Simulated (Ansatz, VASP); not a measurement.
SnSe in VASP and in Ansatz

```
Sn Se
1.0
     4.18990    0.00000    0.00000
     0.00000    4.18990    0.00000
     0.00000    0.00000   10.97962
Sn Se
2 2
Direct
  0.53164 0.03164 0.37816
  0.03164 0.53164 0.62184
  0.50000 0.00000 0.62178
  0.00000 0.50000 0.37822
```

Change from the starting cell: all Sn atoms moved +0.188 Å, as atom 1 along Cartesian [1 1 0].

Alike in both runs: task single point; functional LDA; k mesh 6 × 6 × 4; occupations gaussian, width 0.05 eV; no spin polarisation.

|  | VASP | Ansatz |
| --- | --- | --- |
| version | VASP 6.6.1 | Ansatz 0.2.0 |
| potentials or method | VASP PAW LDA potentials, release 64 (Sn_d, Se), cutoff 500 eV | scalar-relativistic, plane waves, PAW |
| valence electrons in the cell | 40 | 60 |

```tsv
	VASP	Ansatz	Ansatz less VASP
gap on the k mesh at the Fermi level (eV)	1.50	1.52	+0.017
least direct gap on the mesh (eV)	1.57	1.58	+0.015
rms of the force components (eV/Å)	0.084	0.076	-0.0082
```

LDA's correlation is that of Perdew and Zunger in VASP and of Perdew and Wang (1992) in Ansatz. Atom by atom the forces differ by 0.015 eV/Å (rms over components). VASP's potentials hold 40 valence electrons a cell and Ansatz's 60, so a difference there can come from the potentials and not from the codes.
